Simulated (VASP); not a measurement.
# BC5 (P3m1) in VASP: a series of runs

Aim: see how the results for BC5 move with the level of theory and the settings. Levels: r2SCAN+rVV10, r2SCAN. Tasks: relaxation of cell and atoms.

Program: VASP 6.6.1. These are calculated values, not measurements. Logs are shortened: lines on timing, memory, paths and dates and some standing lists are left out, and cuts for length are marked.

### 1 The cell of the first run

It takes space group P3m1 (No. 156, trigonal). The conventional cell has a = 2.552 Å, b = 2.552 Å, c = 6.400 Å, α = 90.00°, β = 90.00°, γ = 120.00°. B (site symmetry 3m) has 4 C at 1.61 to 1.63 Å within 2.1 Å. C (site symmetry 3m) has 3 C at 1.56 Å and 1 B at 1.61 Å within 2.1 Å. C (site symmetry 3m) has 4 C at 1.55 to 1.56 Å within 2.1 Å. Within 2.0 Å of C (site symmetry 3m) lie 4 C at 1.50 to 1.57 Å. Within 2.1 Å of C (site symmetry 3m) lie 4 C at 1.55 to 1.57 Å. Within 2.0 Å of C (site symmetry 3m) lie 1 C at 1.50 Å and 3 B at 1.63 Å.

### 2 Relaxation of cell and atoms, r2SCAN+rVV10

Contents of POSCAR:

```
BC5
1.0
    2.5515512600      0.0000000000      0.0000000000
   -1.2757756300      2.2097082100      0.0000000000
    0.0000000000      0.0000000000      6.3996570000
B C
1 5
Direct
    0.3333333333      0.6666666667      0.0075860000
    0.3333333333      0.6666666667      0.2595110000
    0.6666666667      0.3333333333      0.3390330000
    0.0000000000      0.0000000000      0.6645630000
    0.6666666667      0.3333333333      0.5813640000
    0.0000000000      0.0000000000      0.8989420000
```

Contents of INCAR.step1:

```
ALGO = Normal
EDIFF = 1E-4
ENCUT = 600
GGA = PE
ISMEAR = 1
LASPH = True
LCHARG = False
LREAL = False
LWAVE = True
NELM = 100
PREC = Accurate
SIGMA = 0.1
```

Contents of INCAR.step2:

```
ALGO = Normal
BPARAM = 11.95
CPARAM = 0.0093
EDIFF = 1E-7
EDIFFG = -0.01
ENCUT = 600
IBRION = 2
ISIF = 3
ISMEAR = 1
ISTART = 1
IVDW_NL = 2
LASPH = True
LCHARG = False
LMIXTAU = True
LREAL = False
LUSE_VDW = True
LWAVE = False
METAGGA = R2SCAN
NELM = 100
NSW = 100
PREC = Accurate
SIGMA = 0.1
```

Contents of KPOINTS:

```
k-points
0
Gamma
  9 9 4
```

Potentials or basis: VASP PAW PBE potentials, release 64 (B, C).

Launch:

```
cat potpaw_PBE.64/B/POTCAR potpaw_PBE.64/C/POTCAR > POTCAR
cp INCAR.step1 INCAR
mpirun -np 1 vasp_std > vasp.out
cp INCAR.step2 INCAR
mpirun -np 1 vasp_std > vasp.out
```

OUTCAR:

```text
BPARAM = 11.95
   EDIFF = 1E-7
   EDIFFG = -0.01
   ENCUT = 600
   IBRION = 2
   ISIF = 3
   ISMEAR = 1
   ISTART = 1
   IVDW_NL = 2
   LASPH = True
   LREAL = False
   METAGGA = R2SCAN
   NELM = 100
   NSW = 100
   PREC = Accurate

 ion  position               nearest neighbor table
   1  0.333  0.667  0.008-   2 1.61   6 1.63   6 1.63   6 1.63
   2  0.333  0.667  0.260-   3 1.56   3 1.56   3 1.56   1 1.61
   3  0.667  0.333  0.339-   5 1.55   2 1.56   2 1.56   2 1.56
   4  0.000  0.000  0.665-   6 1.50   5 1.57   5 1.57   5 1.57
   5  0.667  0.333  0.581-   3 1.55   4 1.57   4 1.57   4 1.57
   6  0.000  0.000  0.899-   4 1.50   1 1.63   1 1.63   1 1.63

  LATTYP: Found a hexagonal cell.
 ALAT       =     2.5515512600
 C/A-ratio  =     2.5081436146

  Lattice vectors:

 A1 = (   2.5515512600,   0.0000000000,   0.0000000000)
 A2 = (  -1.2757756300,   2.2097082100,   0.0000000000)
 A3 = (   0.0000000000,   0.0000000000,   6.3996570000)

Analysis of symmetry for initial positions (statically):
=====================================================================
 Subroutine PRICEL returns:
 Original cell was already a primitive cell.

 Routine SETGRP: Setting up the symmetry group for a
 hexagonal supercell.

 Subroutine GETGRP returns: Found  6 space group operations
 (whereof  6 operations were pure point group operations)
 out of a pool of 24 trial point group operations.

The static configuration has the point symmetry C_3v.

Analysis of symmetry for dynamics (positions and initial velocities):
=====================================================================
 Subroutine PRICEL returns:
 Original cell was already a primitive cell.

 Routine SETGRP: Setting up the symmetry group for a
 hexagonal supercell.

 Subroutine GETGRP returns: Found  6 space group operations
 (whereof  6 operations were pure point group operations)
 out of a pool of 24 trial point group operations.

The dynamic configuration has the point symmetry C_3v.

 Subroutine INISYM returns: Found  6 space group operations
 (whereof  6 operations are pure point group operations),
 and found     1 'primitive' translations

----------------------------------------------------------------------------------------

                                     Primitive cell

  volume of cell :      36.0824

  direct lattice vectors                    reciprocal lattice vectors
     2.551551260  0.000000000  0.000000000     0.391918444  0.226274219  0.000000000
    -1.275775630  2.209708210  0.000000000     0.000000000  0.452548439  0.000000000
     0.000000000  0.000000000  6.399657000     0.000000000  0.000000000  0.156258374

  length of vectors
     2.551551260  2.551551260  6.399657000     0.452548438  0.452548439  0.156258374

  position of ions in fractional coordinates (direct lattice)
     0.333333333  0.666666667  0.007586000
     0.333333333  0.666666667  0.259511000
     0.666666667  0.333333333  0.339033000
     0.000000000  0.000000000  0.664563000
     0.666666667  0.333333333  0.581364000
     0.000000000  0.000000000  0.898942000

  ion indices of the primitive-cell ions
   primitive index   ion index
                 1           1
                 2           2
                 3           3
                 4           4
                 5           5
                 6           6

----------------------------------------------------------------------------------------

 KPOINTS: k-points

Automatic generation of k-mesh.
 Grid dimensions read from file:
 generate k-points for:    9    9    4

 Generating k-lattice:

  Cartesian coordinates                     Fractional coordinates (reciprocal lattice)
     0.043546494  0.025141580  0.000000000     0.111111111  0.000000000  0.000000000
     0.000000000  0.050283160  0.000000000     0.000000000  0.111111111  0.000000000
     0.000000000  0.000000000  0.039064594     0.000000000  0.000000000  0.250000000

  Length of vectors
     0.050283160  0.050283160  0.039064594

  Shift w.r.t. Gamma in fractional coordinates (k-lattice)
     0.000000000  0.000000000  0.000000000

 Subroutine IBZKPT returns following result:
 ===========================================

 Found     43 irreducible k-points:

 Following reciprocal coordinates:
            Coordinates               Weight
  0.000000  0.000000  0.000000      1.000000
  0.111111 -0.000000  0.000000      6.000000
  0.222222 -0.000000  0.000000      6.000000
  0.333333 -0.000000  0.000000      6.000000
  0.444444 -0.000000  0.000000      6.000000
  0.111111  0.111111  0.000000      6.000000
[... 16 lines left out ...]
  0.222222  0.111111  0.250000     12.000000
 -0.111111  0.333333  0.250000     12.000000
 [... further k-points ...]
   k-points           NKPTS =     43   k-points in BZ     NKDIM =     43   number of bands    NBANDS=     15
   number of dos      NEDOS =    301   number of ions     NIONS =      6
   total plane-waves  NPLWV =  21600
   dimension x,y,z NGX =    20 NGY =   20 NGZ =   54
   dimension x,y,z NGXF=    40 NGYF=   40 NGZF=  108
   ions per type =               1   5
   NGX,Y,Z   is equivalent  to a cutoff of  13.03, 13.03, 14.03 a.u.
   NGXF,Y,Z  is equivalent  to a cutoff of  26.06, 26.06, 28.06 a.u.
 SYSTEM =  unknown system
   PREC   = accura    normal or accurate (medium, high low for compatibility)
   ISTART =      1    job   : 0-new  1-cont  2-samecut
   ICHARG =      0    charge: 1-file 2-atom 10-const
   ISPIN  =      1    spin polarized calculation?
   LNONCOLLINEAR =      F non collinear calculations
   LSORBIT =      F    spin-orbit coupling
   LASPH  =      T    aspherical Exc in radial PAW
   ENCUT  =  600.0 eV  44.10 Ry    6.64 a.u.   5.10  5.10 12.78*2*pi/ulx,y,z
   NELM   =    100;   NELMIN=  2; NELMDL=  0     # of ELM steps
   EDIFF  = 0.1E-06   stopping-criterion for ELM
   LREAL  =      F    real-space projection
   EDIFFG = -.1E-01   stopping-criterion for IOM
   NSW    =    100    number of steps for IOM
   IBRION =      2    ionic relax: 0-MD 1-quasi-New 2-CG
   NFREE  =      1    steps in history (QN), initial steepest desc. (CG)
   ISIF   =      3    stress and relaxation
   ISYM   =      2    0-nonsym 1-usesym 2-fastsym
   POTIM  = 0.5000    time-step for ionic-motion
   TEBEG  =    0.0;   TEEND  =   0.0 temperature during run
   PSTRESS=    0.0 pullay stress
   NELECT =      23.0000    total number of electrons
   NUPDOWN=      -1.0000    fix difference up-down
   EMIN   =  10.00;   EMAX   =-10.00  energy-range for DOS
   EFERMI =   0.00;   METHOD = LEGACY
   ISMEAR =     1;   SIGMA  =   0.10  broadening in eV -4-tet -1-fermi 0-gaus
   EFERMI_NEDOS =   21; number of points for ismear=-14 and -15
   IALGO  =     38    algorithm
   IMIX   =      4    mixing-type and parameters
     AMIX     =   0.40;   BMIX     =  1.00
     AMIX_MAG =   1.60;   BMIX_MAG =  1.00
  volume/ion in A,a.u.               =       6.01        40.58
  Fermi-wavevector in a.u.,A,eV,Ry     =   1.408917  2.662467 27.008213  1.985048
  Thomas-Fermi vector in A             =   2.531026
   LORBIT       =      0    0 simple, 1 ext, 2 COOP (PROOUT), +10 PAW based schemes
   METAGGA = R2SCAN    functional components
   LHFCALC =     F    Hartree Fock is set to
   AEXX    =    0.0000 exact exchange contribution
   IVDW_NL    =     2    kernel type
   BPARAM     =11.9500
   IVDW    =     0    specifies the selected vdW correction
   LEPSILON=     F    determine dielectric tensor
   LRPA    =     F    only Hartree local field effects (RPA)
 conjugate gradient relaxation of ions
 non-spin polarized calculation
 Methfessel and Paxton  Order N= 1 SIGMA  =   0.10
  energy-cutoff  :      600.00
  volume of cell :       36.08
 maximum number of plane-waves:      1221
   NGX = 11   NGY = 11   NGZ = 25

--------------------------------------- Ionic step        1  -------------------------------------------

 number of electron      22.9999999 magnetization

 Free energy of the ion-electron system (eV)
  ---------------------------------------------------
  ext. energy  EPLUGINS =         0.00000000
  ---------------------------------------------------
  free energy    TOTEN  =       -55.39044952 eV

  energy without entropy =      -55.39103854  energy(sigma->0) =      -55.39064586

------------------------ aborting loop because EDIFF is reached ----------------------------------------

  FORCE on cell =-STRESS in cart. coord.  units (eV):
  Direction    XX          YY          ZZ          XY          YZ          ZX
  --------------------------------------------------------------------------------------
  -------------------------------------------------------------------------------------
  Total       -0.8103900     -0.8103900     -1.1270449      0.0000000      0.0000000     -0.0000000
  in kB      -35.9839418    -35.9839418    -50.0444440      0.0000000      0.0000000     -0.0000000
  external PRESSURE =     -40.6707759 kB  Pullay stress =       0.0000000 kB
[... 225 lines left out ...]
  energy  without entropy=      -55.3976037984  energy(sigma->0) =      -55.39680407

--------------------------------------- Ionic step        7  -------------------------------------------

 number of electron      22.9999999 magnetization

 Free energy of the ion-electron system (eV)
  ---------------------------------------------------
  ext. energy  EPLUGINS =         0.00000000
  ---------------------------------------------------
  free energy    TOTEN  =       -55.39641558 eV

  energy without entropy =      -55.39761917  energy(sigma->0) =      -55.39681678

 E-fermi :   7.8083     XC(G=0): -13.9136

 val. band max:        7.8080939372   @ k =   0.1111   0.1111   0.5000
 cond. band min:       7.8950090590   @ k =  -0.1111   0.3333   0.2500
 fundamental gap:      0.0869151218
 Fermi energy:         7.8082715946

 k-point     1 :       0.0000    0.0000    0.0000
  band No.  band energies     occupation
      1     -13.1944      2.00000
      2     -10.4497      2.00000
      3      -8.4491      2.00000
      4      -0.9279      2.00000
      5      -0.0237      2.00000
      6       6.1224      2.00000
      7       6.1224      2.00000
      8       7.4622      2.00001
      9       7.4622      2.00001
     10       8.8205     -0.00000
     11      10.5937      0.00000
     12      10.5937      0.00000
     13      15.0675      0.00000
     14      15.0675      0.00000
     15      15.2257      0.00000
[... 397 lines left out ...]
 k-point    24 :      -0.1111    0.3333    0.2500
  band No.  band energies     occupation
      1     -10.9790      2.00000
      2      -8.8152      2.00000
      3      -5.7072      2.00000
      4      -1.4788      2.00000
      5       0.2568      2.00000
      6       1.2488      2.00000
      7       2.7209      2.00000
      8       3.1540      2.00000
      9       4.2183      2.00000
     10       5.1521      2.00000
     11       6.5817      2.00000
     12       7.8950     -0.01067
     13      14.7475      0.00000
     14      16.8925      0.00000
     15      17.5059      0.00000

 [... further k-points ...]

------------------------ aborting loop because EDIFF is reached ----------------------------------------

  FORCE on cell =-STRESS in cart. coord.  units (eV):
  Direction    XX          YY          ZZ          XY          YZ          ZX
  --------------------------------------------------------------------------------------
  -------------------------------------------------------------------------------------
  Total       -0.0016404     -0.0016404      0.0024487      0.0000000      0.0000000      0.0000000
  in kB       -0.0736150     -0.0736150      0.1098854      0.0000000      0.0000000      0.0000000
  external PRESSURE =      -0.0124482 kB  Pullay stress =       0.0000000 kB
[... 21 lines left out ...]
  FREE ENERGIE OF THE ION-ELECTRON SYSTEM (eV)
  ---------------------------------------------------
  free  energy   TOTEN  =       -55.3964155821 eV

  energy  without entropy=      -55.3976191697  energy(sigma->0) =      -55.39681678

 reached required accuracy - stopping structural energy minimisation
```

It took 5.5 min on 1 thread of Intel Xeon 6975P-C (Granite Rapids), shared host; peak memory 0.26 GiB.

Results:

* Free energy: -55.3964 eV
* Relaxed volume: 5.95 Å³/atom
* Relaxed cell: a = 2.544 Å, b = 2.544 Å, c = 6.369 Å, α = 90.00°, β = 90.00°, γ = 120.00°
* Space group after relaxing (to 0.1 Å): P3m1 (No. 156)
* Energy gained by relaxing: 1.0 meV/atom
* Ionic steps: 7
* Pressure after relaxing: 0.0 GPa
* Band gap on the k mesh: zero (an odd number of electrons rules out a gap without spin polarisation)

Step by step:
```tsv
step	energy change (eV)	largest force (eV/Å)	pressure (GPa)	volume (Å³)
1	0.0000	0.1734	-4.07	36.08
2	0.0007	0.1880	4.67	35.29
3	-0.0058	0.0396	0.11	35.69
4	-0.0060	0.0270	0.00	35.70
5	-0.0060	0.0182	0.02	35.70
6	-0.0060	0.0244	-0.02	35.70
7	-0.0060	0.0010	0.00	35.70
```

Final structure:
```
CELL_PARAMETERS angstrom
2.54427 0.00000 0.00000
-1.27213 2.20340 0.00000
0.00000 0.00000 6.36865
ATOMIC_POSITIONS crystal
B 0.33333 0.66667 0.00685
C 0.33333 0.66667 0.25947
C 0.66667 0.33333 0.33871
C 0.00000 0.00000 0.66461
C 0.66667 0.33333 0.58164
C 0.00000 0.00000 0.89970
```

Caveat: the PAW data sets were made with another functional, which shifts forces and pressure a little.

### 3 Relaxation of cell and atoms, r2SCAN

POSCAR is that of step 2.

Contents of INCAR.step1:

```
PREC = Accurate ; ENCUT = 600
ISMEAR = 1 ; SIGMA = 0.1
LREAL = False ; LASPH = True
NELM = 100 ; GGA = PE
ALGO = Normal ; EDIFF = 1E-4
LWAVE = True ; LCHARG = False
```

Contents of INCAR.step2:

```
PREC = Accurate ; ENCUT = 600
EDIFF = 1E-6 ; ISMEAR = 1
SIGMA = 0.1 ; LREAL = False
LASPH = True ; NELM = 100
ALGO = Normal ; ISIF = 3
LWAVE = False ; LCHARG = False
METAGGA = R2SCAN ; LMIXTAU = True
IBRION = 2 ; NSW = 100
EDIFFG = -0.01 ; ISTART = 1
```

Contents of KPOINTS:

```
Automatic mesh
0
Gamma
  9 9 4
```

Potentials or basis: VASP PAW PBE potentials, release 64 (B, C).

Launch:

```
cat potpaw_PBE.64/B/POTCAR potpaw_PBE.64/C/POTCAR > POTCAR
cp INCAR.step1 INCAR
mpirun -np 1 vasp_std > vasp.out
cp INCAR.step2 INCAR
mpirun -np 1 vasp_std > vasp.out
```

Wall time 3 min (1 thread of Intel Xeon 6975P-C (Granite Rapids), shared host); peak memory 0.17 GiB.

The run converged. Its results:

- Free energy: -55.6088 eV
- Relaxed volume: 5.96 Å³/atom
- Relaxed cell: a = 2.546 Å, b = 2.546 Å, c = 6.372 Å, α = 90.00°, β = 90.00°, γ = 120.00°
- Space group after relaxing (to 0.1 Å): P3m1 (No. 156)
- Energy gained by relaxing: 0.7 meV/atom
- Ionic steps: 7
- Pressure after relaxing: 0.0 GPa
- Band gap on the k mesh: zero (an odd number of electrons rules out a gap without spin polarisation)

Step by step:
```tsv
step	energy change (eV)	largest force (eV/Å)	pressure (GPa)	volume (Å³)
1	0.0000	0.1786	-3.28	36.08
2	0.0002	0.1781	3.75	35.44
3	-0.0042	0.0373	0.16	35.76
4	-0.0043	0.0269	0.00	35.78
5	-0.0043	0.0166	0.03	35.77
6	-0.0043	0.0227	-0.03	35.78
7	-0.0043	0.0012	0.00	35.78
```

Final structure:
```xyz
6
Lattice="2.5462 0.0000 0.0000 -1.2731 2.2050 0.0000 0.0000 0.0000 6.3722" Properties=species:S:1:pos:R:3 pbc="T T T"
B     0.0000    1.4700    0.0433
C     0.0000    1.4700    1.6534
C     1.2731    0.7350    2.1584
C     1.2731    2.2050    4.2353
C     1.2731    0.7350    3.7064
C     2.5462    0.0000    5.7330
```

Levels at points of the mesh, in eV from the Fermi level:
```
           k point  band 10  band 11  band 12  band 13  band 14  band 15
(0.00, 0.00, 0.00)     1.01     2.78     2.78     7.25     7.25     7.42
(0.00, 0.00, 0.50)    -0.12     2.39     2.39     8.17     8.17     8.71
```

Caveat: the PAW data sets were made with another functional, which shifts forces and pressure a little.
